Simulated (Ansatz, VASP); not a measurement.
# One calculation of In3SbTe2, two programs

```
In Sb Te
1.0
     7.18897    0.00000    0.00000
    -3.59449    6.22583    0.00000
     0.00000    0.00000    4.52422
In Sb Te
3 1 2
Cartesian
  3.5945 0.0000 2.2621
  -1.7972 3.1129 2.2621
  1.7972 3.1129 2.2621
  0.0000 0.0000 2.2621
  0.0000 4.1506 0.0000
  3.5945 2.0753 0.0000
```

Alike in both runs: functional PBE; k mesh 6 × 6 × 8; occupations gaussian, width 0.1 eV; no spin polarisation.

Ansatz relaxed the structure, and its values are those at the end. VASP's run is a single point on that final structure, the one shown.

|  | VASP | Ansatz |
| --- | --- | --- |
| version | VASP 6.6.1 | Ansatz 0.2.0 |
| potentials or method | VASP PAW PBE potentials, release 64 (In_d, Sb, Te), cutoff 520 eV | scalar-relativistic, plane waves, PAW |
| valence electrons in the cell | 56 | 86 |

|  | VASP | Ansatz | Ansatz less VASP |
| --- | --- | --- | --- |
| gap on the k mesh at the Fermi level (eV) | none | none | - |
| pressure (GPa) | 0.0 | 0.0 | +0.02 |

A gap of «none» marks a metal or a gap that the smearing closes. VASP's potentials hold 56 valence electrons a cell and Ansatz's 86, so a difference there can come from the potentials and not from the codes.

Neither program's run includes spin-orbit coupling.
